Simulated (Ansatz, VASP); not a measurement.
## Ga4Sb3As in VASP and in Ansatz

File INCAR:

```
  PREC = Accurate
  ENCUT = 520
  EDIFF = 1E-6
  ISMEAR = -1
  SIGMA = 0.02
  LREAL = False
  LASPH = True
  NELM = 80
  ALGO = Normal
  ISIF = 2
  LWAVE = False
  LCHARG = False
  GGA = PE
  NBANDS = 46
```

KPOINTS

```
Automatic mesh
0
Gamma
  4 6 4
```

The input POSCAR:

```
Ga4Sb3As
1.0
    6.9924446886      0.0000000000     -0.0014724550
    0.0000000000      4.2464864806      0.0000000000
   -0.0015682479      0.0000000000      7.3467846877
As Sb Ga
1 3 4
Direct
   -0.0016610747      0.0000000000      0.3318579726
    0.0027150640      0.5000000000      0.8334057799
    0.4983951799      0.5000000000      0.1730542267
    0.5030238267      0.0000000000      0.6619918271
    0.3536518390      0.0000000000      0.3338726051
    0.3805935275      0.5000000000      0.8347264955
    0.8810474815      0.5000000000      0.1798527295
    0.8822341560      0.0000000000      0.6512383636
```

Input for Ansatz:

```yaml
crystal:
  lattice:
    - [6.9924446886, 0.0, -0.001472455]
    - [0.0, 4.2464864806, 0.0]
    - [-0.0015682479, 0.0, 7.3467846877]
  atoms:
    - { symbol: As, position: [-0.0016610747, 0.0, 0.3318579726] }
    - { symbol: Sb, position: [0.002715064, 0.5, 0.8334057799] }
    - { symbol: Sb, position: [0.4983951799, 0.5, 0.1730542267] }
    - { symbol: Sb, position: [0.5030238267, 0.0, 0.6619918271] }
    - { symbol: Ga, position: [0.353651839, 0.0, 0.3338726051] }
    - { symbol: Ga, position: [0.3805935275, 0.5, 0.8347264955] }
    - { symbol: Ga, position: [0.8810474815, 0.5, 0.1798527295] }
    - { symbol: Ga, position: [0.882234156, 0.0, 0.6512383636] }
kpoints:
  mp_grid: { grid: [4, 6, 4] }
  band_path:
    path:
      - [0.0, 0.0, 0.0]
      - [0.0, 0.5, 0.0]
      - [-1.104080975044e-20, 0.5, 0.5]
      - [-1.104080975044e-20, 0.0, 0.5]
      - [0.0, 0.0, 0.0]
      - [-0.5, 0.0, 0.5]
      - [-0.5, 0.5, 0.5]
      - [0.0, 0.5, 0.0]
      - [-0.5, 0.5, 1.667282625582e-17]
      - [-0.5, 0.0, 1.667282625582e-17]
      - [0.0, 0.0, 0.0]
    npoints: 10
hamiltonian:
  xc: pbe
scf:
  occupations: { method: fermi_dirac, width: 0.02 }
  n_extra_bands: 6
output:
  forces: true
  stress: true
  eigenvalues: true
```

Alike in both runs: task single point; functional PBE; k mesh 4 × 6 × 4; occupations fermi-dirac, width 0.02 eV; no spin polarisation.

|  | VASP | Ansatz |
| --- | --- | --- |
| version | VASP 6.6.1 | Ansatz 0.2.0 |
| potentials or method | VASP PAW PBE potentials, release 64 (As, Sb, Ga_d) | plane waves, PAW |
| plane-wave cutoff (eV) | 520 | 420 |
| valence electrons in the cell | 72 | 112 |

VASP gave:

* pressure (GPa): 2.1
* rms of the force components (eV/Å): 0.014

Task: Which values does Ansatz return?

Result: Pressure (GPa): 2.0; rms of the force components (eV/Å): 0.014.

Atom by atom the forces differ by 0.002 eV/Å (rms over components). With one functional, cell and mesh, what is left measures potentials, basis and numerics. VASP's potentials hold 72 valence electrons a cell and Ansatz's 112, so a difference there can come from the potentials and not from the codes.

Spin-orbit coupling is off throughout.
